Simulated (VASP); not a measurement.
# Ta (P2_1/m) in VASP: single point with PBEsol

Aim: the single point of Ta with PBEsol.

Everything below comes from runs of VASP 6.6.1. Logs are shortened: lines on timing, memory, paths and dates and some standing lists are left out, and cuts for length are marked.

## 1. The cell of the first run

It takes space group P2_1/m (No. 11, monoclinic). The conventional cell has a = 2.811 Å, b = 5.091 Å, c = 2.868 Å, α = 90.00°, β = 118.05°, γ = 90.00°. Ta (site symmetry m) has 12 Ta at 2.81 to 3.05 Å within 3.7 Å.

## 2. Single point, PBEsol (strain +0.0450 x Voigt [0, 0, 0, 0, 0, 1])

Input file INCAR:

```
SYSTEM = Ta
PREC     = Accurate       ! precision mode
ENCUT    = 520            ! plane-wave cutoff, eV
EDIFF    = 1E-6           ! SCF threshold, eV
ISMEAR   = 0              ! smearing method
SIGMA    = 0.15           ! smearing width, eV
LREAL    = .False.        ! projectors in reciprocal space
LASPH    = .True.         ! aspherical terms in the spheres
NELM     = 80             ! most SCF steps
ALGO     = Fast           ! electronic algorithm
ISIF     = 2              ! what is computed and relaxed
LWAVE    = .False.        ! write WAVECAR
LCHARG   = .False.        ! write CHGCAR
GGA      = PS             ! functional
NBANDS   = 18             ! bands
```

Input file KPOINTS:

```
Automatic mesh
0
Gamma
  24 24 12
  0 0 0
```

Input file POSCAR:

```
Ta
1.0
    2.8669354486      0.0645060476      0.0000000000
   -1.3776038484      2.4505859057      0.0000000000
    0.0000000000      0.0000000000      5.0914149207
Ta
2
Direct
    0.6666666667      0.3333333333      0.7500000000
    0.3333333333      0.6666666667      0.2500000000
```

Potentials or basis: VASP PAW PBE potentials, release 64 (Ta_pv).

Command:

```console
$ cat potpaw_PBE.64/Ta_pv/POTCAR > POTCAR
$ mpirun -np 1 vasp_std > vasp.out
```

OUTCAR:

```text
SYSTEM = Ta
   PREC = Accurate
   ENCUT = 520
   EDIFF = 1E-6
   ISMEAR = 0
   LREAL = .False.
   LASPH = .True.
   NELM = 80
   ISIF = 2
   GGA = PS

 ion  position               nearest neighbor table
   1  0.667  0.333  0.750-   2 3.02   2 3.02   2 3.04   2 3.04   2 3.05   2 3.05
   2  0.333  0.667  0.250-   1 3.02   1 3.02   1 3.04   1 3.04   1 3.05   1 3.05

  Warning from LATTYP: Monoclinic adjustment (A1->A3, A2->A1, A3->A2)!
  LATTYP: Found a simple monoclinic cell.
 ALAT       =     2.8112565953
 B/A-ratio  =     1.8110815389
 C/A-ratio  =     1.0200637874
 COS(beta)  =    -0.4702989566

  Lattice vectors:

 A1 = (  -1.3776038484,   2.4505859057,   0.0000000000)
 A2 = (   0.0000000000,   0.0000000000,   5.0914149207)
 A3 = (   2.8669354486,   0.0645060476,   0.0000000000)

Analysis of symmetry for initial positions (statically):
=====================================================================
 Subroutine PRICEL returns:
 Original cell was already a primitive cell.

 Routine SETGRP: Setting up the symmetry group for a
 simple monoclinic supercell.

 Subroutine GETGRP returns: Found  4 space group operations
 (whereof  2 operations were pure point group operations)
 out of a pool of  4 trial point group operations.

The static configuration has the point symmetry S_2 .
 The point group associated with its full space group is C_2h.

Analysis of symmetry for dynamics (positions and initial velocities):
=====================================================================
 Subroutine PRICEL returns:
 Original cell was already a primitive cell.

 Routine SETGRP: Setting up the symmetry group for a
 simple monoclinic supercell.

 Subroutine GETGRP returns: Found  4 space group operations
 (whereof  2 operations were pure point group operations)
 out of a pool of  4 trial point group operations.

The dynamic configuration has the point symmetry S_2 .
 The point group associated with its full space group is C_2h.

 Subroutine INISYM returns: Found  4 space group operations
 (whereof  2 operations are pure point group operations),
 and found     1 'primitive' translations

----------------------------------------------------------------------------------------

                                     Primitive cell

  volume of cell :      36.2231

  direct lattice vectors                    reciprocal lattice vectors
     2.866935449  0.064506048  0.000000000     0.344447778  0.193632300  0.000000000
    -1.377603848  2.450585906  0.000000000    -0.009066797  0.402968753  0.000000000
     0.000000000  0.000000000  5.091414921     0.000000000  0.000000000  0.196409056

  length of vectors
     2.867661050  2.811256595  5.091414921     0.395142682  0.403070741  0.196409056

  position of ions in fractional coordinates (direct lattice)
     0.666666667  0.333333333  0.750000000
     0.333333333  0.666666667  0.250000000

  ion indices of the primitive-cell ions
   primitive index   ion index
                 1           1
                 2           2

----------------------------------------------------------------------------------------

 KPOINTS: Automatic mesh

Automatic generation of k-mesh.
 Grid dimensions read from file:
 generate k-points for:   24   24   12

 Generating k-lattice:

  Cartesian coordinates                     Fractional coordinates (reciprocal lattice)
     0.014351991  0.008068012  0.000000000     0.041666667 -0.000000000  0.000000000
    -0.000377783  0.016790365  0.000000000     0.000000000  0.041666667  0.000000000
     0.000000000  0.000000000  0.016367421     0.000000000  0.000000000  0.083333333

  Length of vectors
     0.016464278  0.016794614  0.016367421

  Shift w.r.t. Gamma in fractional coordinates (k-lattice)
     0.000000000  0.000000000  0.000000000

 Subroutine IBZKPT returns following result:
 ===========================================

 Found   2030 irreducible k-points:

 Following reciprocal coordinates:
            Coordinates               Weight
  0.000000  0.000000  0.000000      1.000000
  0.041667  0.000000  0.000000      2.000000
  0.083333  0.000000  0.000000      2.000000
  0.125000 -0.000000  0.000000      2.000000
  0.166667  0.000000  0.000000      2.000000
  0.208333  0.000000  0.000000      2.000000
[... 16 lines left out ...]
  0.375000  0.041667  0.000000      2.000000
  0.416667  0.041667  0.000000      2.000000
 [... further k-points ...]
   k-points           NKPTS =   2030   k-points in BZ     NKDIM =   2030   number of bands    NBANDS=     18
   number of dos      NEDOS =    301   number of ions     NIONS =      2
   total plane-waves  NPLWV =  23040
   dimension x,y,z NGX =    24 NGY =   24 NGZ =   40
   dimension x,y,z NGXF=    48 NGYF=   48 NGZF=   80
   ions per type =               2
   NGX,Y,Z   is equivalent  to a cutoff of  13.91, 14.19, 13.06 a.u.
   NGXF,Y,Z  is equivalent  to a cutoff of  27.83, 28.39, 26.12 a.u.
 SYSTEM =  Ta
   PREC   = accura    normal or accurate (medium, high low for compatibility)
   ISTART =      0    job   : 0-new  1-cont  2-samecut
   ICHARG =      2    charge: 1-file 2-atom 10-const
   ISPIN  =      1    spin polarized calculation?
   LNONCOLLINEAR =      F non collinear calculations
   LSORBIT =      F    spin-orbit coupling
   LASPH  =      T    aspherical Exc in radial PAW
   ENCUT  =  520.0 eV  38.22 Ry    6.18 a.u.   5.33  5.23  9.47*2*pi/ulx,y,z
   NELM   =     80;   NELMIN=  2; NELMDL= -5     # of ELM steps
   EDIFF  = 0.1E-05   stopping-criterion for ELM
   LREAL  =      F    real-space projection
   EDIFFG = 0.1E-04   stopping-criterion for IOM
   NSW    =      0    number of steps for IOM
   IBRION =     -1    ionic relax: 0-MD 1-quasi-New 2-CG
   NFREE  =      0    steps in history (QN), initial steepest desc. (CG)
   ISIF   =      2    stress and relaxation
   ISYM   =      2    0-nonsym 1-usesym 2-fastsym
   POTIM  = 0.5000    time-step for ionic-motion
   TEBEG  =    0.0;   TEEND  =   0.0 temperature during run
   PSTRESS=    0.0 pullay stress
   NELECT =      22.0000    total number of electrons
   NUPDOWN=      -1.0000    fix difference up-down
   EMIN   =  10.00;   EMAX   =-10.00  energy-range for DOS
   EFERMI =   0.00;   METHOD = LEGACY
   ISMEAR =     0;   SIGMA  =   0.15  broadening in eV -4-tet -1-fermi 0-gaus
   EFERMI_NEDOS =   21; number of points for ismear=-14 and -15
   IALGO  =     68    algorithm
   IMIX   =      4    mixing-type and parameters
     AMIX     =   0.40;   BMIX     =  1.00
     AMIX_MAG =   1.60;   BMIX_MAG =  1.00
  volume/ion in A,a.u.               =      18.11       122.22
  Fermi-wavevector in a.u.,A,eV,Ry     =   1.386396  2.619909 26.151685  1.922095
  Thomas-Fermi vector in A             =   2.510716
   LORBIT       =      0    0 simple, 1 ext, 2 COOP (PROOUT), +10 PAW based schemes
   GGA     = PS    functional components
   LHFCALC =     F    Hartree Fock is set to
   AEXX    =    0.0000 exact exchange contribution
   IVDW    =     0    specifies the selected vdW correction
   LEPSILON=     F    determine dielectric tensor
   LRPA    =     F    only Hartree local field effects (RPA)
 non-spin polarized calculation
 RMM-DIIS sequential band-by-band and
 Gauss-broadening in eV      SIGMA  =   0.15
  energy-cutoff  :      520.00
  volume of cell :       36.22
 maximum number of plane-waves:       993
 NGX is ok and might be reduce to    24
   NGX = 11   NGY = 11   NGZ = 19

 number of electron      22.0000002 magnetization

 Free energy of the ion-electron system (eV)
  ---------------------------------------------------
  ext. energy  EPLUGINS =         0.00000000
  ---------------------------------------------------
  free energy    TOTEN  =       -24.51683944 eV

  energy without entropy =      -24.48686075  energy(sigma->0) =      -24.50185010

 E-fermi :   5.6811     XC(G=0): -12.6865

 val. band max:        5.6805413857   @ k =  -0.2917   0.2917   0.4167
 cond. band min:       5.6815278732   @ k =   0.3750   0.3750   0.2500
 fundamental gap:      0.0009864875
 Fermi energy:         5.6810511607

 k-point     1 :       0.0000    0.0000    0.0000
  band No.  band energies     occupation
      1     -28.8010      2.00000
      2     -27.8632      2.00000
      3     -27.7914      2.00000
      4     -27.6968      2.00000
      5     -27.6860      2.00000
      6     -27.5915      2.00000
[... 10 lines left out ...]
     17      10.8843      0.00000
     18      11.2099      0.00000

 k-point     2 :       0.0417    0.0000    0.0000
  band No.  band energies     occupation
      1     -28.7950      2.00000
      2     -27.8641      2.00000
      3     -27.8098      2.00000
      4     -27.7161      2.00000
      5     -27.6911      2.00000
      6     -27.5955      2.00000
[... 10 lines left out ...]
     17      11.0458      0.00000
     18      11.2483      0.00000

 k-point     3 :       0.0833    0.0000    0.0000
  band No.  band energies     occupation
      1     -28.7774      2.00000
      2     -27.8668      2.00000
      3     -27.8645      2.00000
      4     -27.7718      2.00000
      5     -27.7067      2.00000
      6     -27.6062      2.00000
[... 10 lines left out ...]
     17      11.2849      0.00000
     18      11.5186      0.00000

 k-point     4 :       0.1250   -0.0000    0.0000
  band No.  band energies     occupation
      1     -28.7487      2.00000
      2     -27.9526      2.00000
      3     -27.8716      2.00000
      4     -27.8605      2.00000
      5     -27.7297      2.00000
      6     -27.6218      2.00000
[... 375 lines left out ...]
      4     -27.9528      2.00000
      5     -27.9151      2.00000
      6     -27.7624      2.00000
[... 10 lines left out ...]
     17      11.5823      0.00000
     18      13.7905      0.00000

 k-point    23 :       0.3750    0.0417    0.0000
  band No.  band energies     occupation
      1     -28.7522      2.00000
      2     -28.6329      2.00000
      3     -28.4153      2.00000
      4     -27.9760      2.00000
      5     -27.9382      2.00000
      6     -27.7802      2.00000
[... 10 lines left out ...]
     17      11.7933      0.00000
     18      13.9212      0.00000

 k-point    24 :       0.4167    0.0417    0.0000
  band No.  band energies     occupation
      1     -28.8206      2.00000
      2     -28.6972      2.00000
      3     -28.3741      2.00000
      4     -27.9968      2.00000
      5     -27.9539      2.00000
      6     -27.7925      2.00000
[... 10 lines left out ...]
     17      12.3618      0.00000
     18      14.0825      0.00000

 [... further k-points ...]
[... 5 lines left out ...]
  --------------------------------------------------------------------------------------
  -------------------------------------------------------------------------------------
  Total        0.0996024      0.0915026     -0.0482015     -0.2220859      0.0000000      0.0000000
  in kB        4.4055008      4.0472409     -2.1319951     -9.8230541      0.0000000      0.0000000
  external PRESSURE =       2.1069155 kB  Pullay stress =       0.0000000 kB

 VOLUME and BASIS-vectors are now :
 -----------------------------------------------------------------------------
  energy-cutoff  :      520.00
  volume of cell :       36.22
      direct lattice vectors                 reciprocal lattice vectors
     2.866935449  0.064506048  0.000000000     0.344447778  0.193632300  0.000000000
    -1.377603848  2.450585906  0.000000000    -0.009066797  0.402968753  0.000000000
     0.000000000  0.000000000  5.091414921     0.000000000  0.000000000  0.196409056

 POSITION                                       TOTAL-FORCE (eV/Angst)
 -----------------------------------------------------------------------------------
      1.45209      0.85987      3.81856         0.225928     -0.004605      0.000000
      0.03724      1.65523      1.27285        -0.225928      0.004605      0.000000
 -----------------------------------------------------------------------------------
    total drift:                               -0.000000      0.000000     -0.000000

  FREE ENERGIE OF THE ION-ELECTRON SYSTEM (eV)
  ---------------------------------------------------
  free  energy   TOTEN  =       -24.5168394371 eV

  energy  without entropy=      -24.4868607534  energy(sigma->0) =      -24.50185010
```

Run time: 36 min. Hardware: 1 thread of Intel Xeon 8259CL, shared host; peak memory 1.1 GiB.

Results:

```yaml
Free_energy: -24.5168 eV
Pressure: 0.2 GPa
Largest_force: 0.226 eV/Å
Band_gap_on_the_k_mesh: zero (bands 11 and 12 overlap by 2.64 eV)
```

Forces in eV/Å, atoms in the order of the input:
```
Ta   0.226 -0.005  0.000
Ta  -0.226  0.005  0.000
```

Caveat: the cell differs from its parent crystal (strain +0.0450 x Voigt [0, 0, 0, 0, 0, 1]); the PAW data sets were made with another functional, which shifts forces and pressure a little; spin-orbit coupling is left out, which moves the levels of the heavy elements.
